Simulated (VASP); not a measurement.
# MgI2 (P-3m1) in VASP: notebook

The runs below take MgI2 through single point, with r2SCAN.

Program: VASP 6.6.1. These are calculated values, not measurements. Logs are shortened: lines on timing, memory, paths and dates and some standing lists are left out, and cuts for length are marked.

## 1. The cell of the first run

The structure is trigonal, space group P-3m1 (No. 164). Conventional cell: a = 4.157 Å, b = 4.157 Å, c = 6.873 Å, α = 90.00°, β = 90.00°, γ = 120.00°. Within 3.8 Å of Mg (site symmetry -3m) lie 6 I at 2.92 Å. I (site symmetry 3m) has 3 Mg at 2.92 Å within 3.8 Å.

## 2. Single point, r2SCAN

Contents of POSCAR:

```
MgI2
1.0
    4.1572130815      0.0000000000      0.0000000000
   -2.0786065407      3.6002521375      0.0000000000
    0.0000000000      0.0000000000      6.8733251562
Mg I
1 2
Direct
    0.0000000000      0.0000000000      0.0000000000
    0.3333333333      0.6666666667      0.2426220995
    0.6666666667      0.3333333333      0.7573779005
```

Contents of INCAR.step1:

```
SYSTEM = MgI2
PREC = Accurate
ENCUT = 520
ISMEAR = 0
SIGMA = 0.01
LREAL = .False.
LASPH = .True.
NELM = 100
NBANDS = 15
GGA = PE
ALGO = Normal
EDIFF = 1E-4
LWAVE = .True.
LCHARG = .False.
```

Contents of INCAR.step2:

```
SYSTEM = MgI2
PREC = Accurate
ENCUT = 520
EDIFF = 1E-6
ISMEAR = 0
SIGMA = 0.01
LREAL = .False.
LASPH = .True.
NELM = 100
ALGO = Normal
ISIF = 2
LWAVE = .False.
LCHARG = .False.
METAGGA = R2SCAN
LMIXTAU = .True.
NBANDS = 15
ISTART = 1
```

Contents of KPOINTS:

```
regular mesh
0
Gamma
  12 12 4
  0 0 0
```

Potentials or basis: VASP PAW PBE potentials, release 64 (Mg, I).

Launch:

```
cat potpaw_PBE.64/Mg/POTCAR potpaw_PBE.64/I/POTCAR > POTCAR
cp INCAR.step1 INCAR
mpirun -np 1 vasp_std > vasp.out
cp INCAR.step2 INCAR
mpirun -np 1 vasp_std > vasp.out
```

OUTCAR:

```text
SYSTEM = MgI2
   PREC = Accurate
   ENCUT = 520
   EDIFF = 1E-6
   ISMEAR = 0
   LREAL = .False.
   LASPH = .True.
   NELM = 100
   ISIF = 2
   METAGGA = R2SCAN
   ISTART = 1

 ion  position               nearest neighbor table
   1  0.000  0.000  0.000-   2 2.92   3 2.92   2 2.92   3 2.92   3 2.92   2 2.92
   2  0.333  0.667  0.243-   1 2.92   1 2.92   1 2.92
   3  0.667  0.333  0.757-   1 2.92   1 2.92   1 2.92

  LATTYP: Found a hexagonal cell.
 ALAT       =     4.1572130815
 C/A-ratio  =     1.6533492562

  Lattice vectors:

 A1 = (   4.1572130815,   0.0000000000,   0.0000000000)
 A2 = (  -2.0786065407,   3.6002521375,   0.0000000000)
 A3 = (   0.0000000000,   0.0000000000,   6.8733251562)

Analysis of symmetry for initial positions (statically):
=====================================================================
 Subroutine PRICEL returns:
 Original cell was already a primitive cell.

 Routine SETGRP: Setting up the symmetry group for a
 hexagonal supercell.

 Subroutine GETGRP returns: Found 12 space group operations
 (whereof 12 operations were pure point group operations)
 out of a pool of 24 trial point group operations.

The static configuration has the point symmetry D_3d.

Analysis of symmetry for dynamics (positions and initial velocities):
=====================================================================
 Subroutine PRICEL returns:
 Original cell was already a primitive cell.

 Routine SETGRP: Setting up the symmetry group for a
 hexagonal supercell.

 Subroutine GETGRP returns: Found 12 space group operations
 (whereof 12 operations were pure point group operations)
 out of a pool of 24 trial point group operations.

The dynamic configuration has the point symmetry D_3d.

 Subroutine INISYM returns: Found 12 space group operations
 (whereof 12 operations are pure point group operations),
 and found     1 'primitive' translations

----------------------------------------------------------------------------------------

                                     Primitive cell

  volume of cell :     102.8732

  direct lattice vectors                    reciprocal lattice vectors
     4.157213082  0.000000000  0.000000000     0.240545765  0.138879162  0.000000000
    -2.078606541  3.600252138  0.000000000     0.000000000  0.277758324  0.000000000
     0.000000000  0.000000000  6.873325156     0.000000000  0.000000000  0.145489989

  length of vectors
     4.157213082  4.157213081  6.873325156     0.277758324  0.277758324  0.145489989

  position of ions in fractional coordinates (direct lattice)
     0.000000000  0.000000000  0.000000000
     0.333333333  0.666666667  0.242622099
     0.666666667  0.333333333  0.757377901

  ion indices of the primitive-cell ions
   primitive index   ion index
                 1           1
                 2           2
                 3           3

----------------------------------------------------------------------------------------

 KPOINTS: regular mesh

Automatic generation of k-mesh.
 Grid dimensions read from file:
 generate k-points for:   12   12    4

 Generating k-lattice:

  Cartesian coordinates                     Fractional coordinates (reciprocal lattice)
     0.020045480  0.011573264  0.000000000     0.083333333  0.000000000  0.000000000
     0.000000000  0.023146527  0.000000000     0.000000000  0.083333333  0.000000000
     0.000000000  0.000000000  0.036372497     0.000000000  0.000000000  0.250000000

  Length of vectors
     0.023146527  0.023146527  0.036372497

  Shift w.r.t. Gamma in fractional coordinates (k-lattice)
     0.000000000  0.000000000  0.000000000

 Subroutine IBZKPT returns following result:
 ===========================================

 Found     69 irreducible k-points:

 Following reciprocal coordinates:
            Coordinates               Weight
  0.000000  0.000000  0.000000      1.000000
  0.083333  0.000000  0.000000      6.000000
  0.166667 -0.000000  0.000000      6.000000
  0.250000  0.000000  0.000000      6.000000
  0.333333 -0.000000  0.000000      6.000000
  0.416667  0.000000  0.000000      6.000000
[... 16 lines left out ...]
  0.166667 -0.000000  0.250000      6.000000
  0.000000  0.166667  0.250000      6.000000
 [... further k-points ...]
   k-points           NKPTS =     69   k-points in BZ     NKDIM =     69   number of bands    NBANDS=     15
   number of dos      NEDOS =    301   number of ions     NIONS =      3
   total plane-waves  NPLWV =  55296
   dimension x,y,z NGX =    32 NGY =   32 NGZ =   54
   dimension x,y,z NGXF=    64 NGYF=   64 NGZF=  108
   ions per type =               1   2
   NGX,Y,Z   is equivalent  to a cutoff of  12.80, 12.80, 13.06 a.u.
   NGXF,Y,Z  is equivalent  to a cutoff of  25.59, 25.59, 26.12 a.u.
 SYSTEM =  MgI2
   PREC   = accura    normal or accurate (medium, high low for compatibility)
   ISTART =      1    job   : 0-new  1-cont  2-samecut
   ICHARG =      0    charge: 1-file 2-atom 10-const
   ISPIN  =      1    spin polarized calculation?
   LNONCOLLINEAR =      F non collinear calculations
   LSORBIT =      F    spin-orbit coupling
   LASPH  =      T    aspherical Exc in radial PAW
   ENCUT  =  520.0 eV  38.22 Ry    6.18 a.u.   7.73  7.73 12.78*2*pi/ulx,y,z
   NELM   =    100;   NELMIN=  2; NELMDL=  0     # of ELM steps
   EDIFF  = 0.1E-05   stopping-criterion for ELM
   LREAL  =      F    real-space projection
   EDIFFG = 0.1E-04   stopping-criterion for IOM
   NSW    =      0    number of steps for IOM
   IBRION =     -1    ionic relax: 0-MD 1-quasi-New 2-CG
   NFREE  =      0    steps in history (QN), initial steepest desc. (CG)
   ISIF   =      2    stress and relaxation
   ISYM   =      2    0-nonsym 1-usesym 2-fastsym
   POTIM  = 0.5000    time-step for ionic-motion
   TEBEG  =    0.0;   TEEND  =   0.0 temperature during run
   PSTRESS=    0.0 pullay stress
   NELECT =      16.0000    total number of electrons
   NUPDOWN=      -1.0000    fix difference up-down
   EMIN   =  10.00;   EMAX   =-10.00  energy-range for DOS
   EFERMI =   0.00;   METHOD = LEGACY
   ISMEAR =     0;   SIGMA  =   0.01  broadening in eV -4-tet -1-fermi 0-gaus
   EFERMI_NEDOS =   21; number of points for ismear=-14 and -15
   IALGO  =     38    algorithm
   IMIX   =      4    mixing-type and parameters
     AMIX     =   0.40;   BMIX     =  1.00
     AMIX_MAG =   1.60;   BMIX_MAG =  1.00
  volume/ion in A,a.u.               =      34.29       231.41
  Fermi-wavevector in a.u.,A,eV,Ry     =   0.880402  1.663718 10.545969  0.775107
  Thomas-Fermi vector in A             =   2.000757
   LORBIT       =      0    0 simple, 1 ext, 2 COOP (PROOUT), +10 PAW based schemes
   METAGGA = R2SCAN    functional components
   LHFCALC =     F    Hartree Fock is set to
   AEXX    =    0.0000 exact exchange contribution
   IVDW    =     0    specifies the selected vdW correction
   LEPSILON=     F    determine dielectric tensor
   LRPA    =     F    only Hartree local field effects (RPA)
 non-spin polarized calculation
 Gauss-broadening in eV      SIGMA  =   0.01
  energy-cutoff  :      520.00
  volume of cell :      102.87
 maximum number of plane-waves:      2814
 NGX is ok and might be reduce to    32
   NGX = 15   NGY = 15   NGZ = 25

 number of electron      16.0000001 magnetization

 Free energy of the ion-electron system (eV)
  ---------------------------------------------------
  ext. energy  EPLUGINS =         0.00000000
  ---------------------------------------------------
  free energy    TOTEN  =       -56.92596281 eV

  energy without entropy =      -56.92596281  energy(sigma->0) =      -56.92596281

 E-fermi :   2.1000     XC(G=0):  -8.5567

 val. band max:        2.0027317368   @ k =   0.0000   0.0000   0.0000
 cond. band min:       6.1046665778   @ k =   0.5000   0.0000   0.2500
 fundamental gap:      4.1019348410
 Fermi energy:         2.1000013509

 k-point     1 :       0.0000    0.0000    0.0000
  band No.  band energies     occupation
      1     -10.4499      2.00000
      2      -9.6971      2.00000
      3      -1.5643      2.00000
      4       1.5123      2.00000
      5       1.5123      2.00000
      6       1.9115      2.00000
      7       1.9115      2.00000
      8       2.0027      2.00000
      9       6.4825      0.00000
     10       7.4174      0.00000
     11       9.2851      0.00000
     12       9.2851      0.00000
     13      10.1032      0.00000
     14      10.7541      0.00000
     15      10.7541      0.00000

 k-point     2 :       0.0833    0.0000    0.0000
  band No.  band energies     occupation
      1     -10.4114      2.00000
      2      -9.6767      2.00000
      3      -1.5113      2.00000
      4       1.2194      2.00000
      5       1.4174      2.00000
      6       1.6524      2.00000
      7       1.9043      2.00000
      8       1.9805      2.00000
      9       6.7854      0.00000
     10       7.7104      0.00000
     11       8.9221      0.00000
     12       9.4077      0.00000
     13      10.3291      0.00000
     14      10.5047      0.00000
     15      10.8794      0.00000

 k-point     3 :       0.1667   -0.0000    0.0000
  band No.  band energies     occupation
      1     -10.3013      2.00000
      2      -9.6216      2.00000
      3      -1.3620      2.00000
      4       0.5373      2.00000
      5       1.0747      2.00000
      6       1.2027      2.00000
      7       1.8509      2.00000
      8       1.9009      2.00000
      9       7.2948      0.00000
     10       8.0373      0.00000
     11       8.8359      0.00000
     12       9.6704      0.00000
     13       9.8137      0.00000
     14      10.6018      0.00000
     15      11.1522      0.00000

 k-point     4 :       0.2500    0.0000    0.0000
  band No.  band energies     occupation
      1     -10.1365      2.00000
      2      -9.5501      2.00000
      3      -1.1646      2.00000
      4      -0.2010      2.00000
      5       0.4534      2.00000
      6       0.9623      2.00000
      7       1.7474      2.00000
      8       1.7480      2.00000
      9       7.1003      0.00000
     10       8.1548      0.00000
     11       8.9235      0.00000
     12       9.7775      0.00000
     13       9.8505      0.00000
     14      10.6383      0.00000
     15      11.5971      0.00000
[... 307 lines left out ...]
 k-point    22 :       0.0000    0.0833    0.2500
  band No.  band energies     occupation
      1     -10.3460      2.00000
      2      -9.7656      2.00000
      3      -1.1889      2.00000
      4       1.2120      2.00000
      5       1.3061      2.00000
      6       1.4691      2.00000
      7       1.7506      2.00000
      8       1.8453      2.00000
      9       7.1725      0.00000
     10       7.7780      0.00000
     11       8.9665      0.00000
     12       9.3897      0.00000
     13      10.0836      0.00000
     14      10.4228      0.00000
     15      10.6285      0.00000

 k-point    23 :       0.1667   -0.0000    0.2500
  band No.  band energies     occupation
      1     -10.2394      2.00000
      2      -9.7035      2.00000
      3      -1.0831      2.00000
      4       0.4548      2.00000
      5       1.0096      2.00000
      6       1.2544      2.00000
      7       1.6146      2.00000
      8       1.7873      2.00000
      9       7.4712      0.00000
     10       8.1506      0.00000
     11       8.8422      0.00000
     12       9.5156      0.00000
     13       9.7032      0.00000
     14      10.3912      0.00000
     15      11.3058      0.00000

 k-point    24 :       0.0000    0.1667    0.2500
  band No.  band energies     occupation
      1     -10.2399      2.00000
      2      -9.7028      2.00000
      3      -1.1101      2.00000
      4       0.6546      2.00000
      5       0.8389      2.00000
      6       1.2646      2.00000
      7       1.6100      2.00000
      8       1.7727      2.00000
      9       7.2407      0.00000
     10       8.3215      0.00000
     11       9.1911      0.00000
     12       9.5601      0.00000
     13       9.7985      0.00000
     14      10.3355      0.00000
     15      10.9172      0.00000

 [... further k-points ...]
[... 5 lines left out ...]
  --------------------------------------------------------------------------------------
  -------------------------------------------------------------------------------------
  Total        0.3110846      0.3110846      0.3625172      0.0000000     -0.0000000      0.0000000
  in kB        4.8449238      4.8449238      5.6459513      0.0000000     -0.0000000      0.0000000
  external PRESSURE =       5.1119330 kB  Pullay stress =       0.0000000 kB

 VOLUME and BASIS-vectors are now :
 -----------------------------------------------------------------------------
  energy-cutoff  :      520.00
  volume of cell :      102.87
      direct lattice vectors                 reciprocal lattice vectors
     4.157213082  0.000000000  0.000000000     0.240545765  0.138879162  0.000000000
    -2.078606541  3.600252138  0.000000000     0.000000000  0.277758324  0.000000000
     0.000000000  0.000000000  6.873325156     0.000000000  0.000000000  0.145489989

 POSITION                                       TOTAL-FORCE (eV/Angst)
 -----------------------------------------------------------------------------------
      0.00000      0.00000      0.00000        -0.000000      0.000000      0.000000
     -0.00000      2.40017      1.66762        -0.000000     -0.000000     -0.043268
      2.07861      1.20008      5.20570         0.000000      0.000000      0.043268
 -----------------------------------------------------------------------------------
    total drift:                                0.000000     -0.000000     -0.000000

  FREE ENERGIE OF THE ION-ELECTRON SYSTEM (eV)
  ---------------------------------------------------
  free  energy   TOTEN  =       -56.9259628060 eV

  energy  without entropy=      -56.9259628060  energy(sigma->0) =      -56.92596281
```

It took 4.8 min on 1 thread of Intel Xeon Platinum 8259CL at 2.50GHz (Skylake/Cascade Lake), shared host; peak memory 0.31 GiB.

Results:

| Property | Result |
| --- | --- |
| Free energy | -56.9260 eV |
| Pressure | 0.5 GPa |
| Largest force | 0.043 eV/Å |
| Band gap on the k mesh | 4.10 eV (least direct gap 4.48 eV) |

Forces in eV/Å, atoms in the order of the input:
```
Mg   0.000  0.000  0.000
I    0.000  0.000 -0.043
I    0.000  0.000  0.043
```

Caveat: the PAW data sets were made with another functional, which shifts forces and pressure a little; spin-orbit coupling is left out, which moves the levels of the heavy elements.

[end of part 1 of 2]
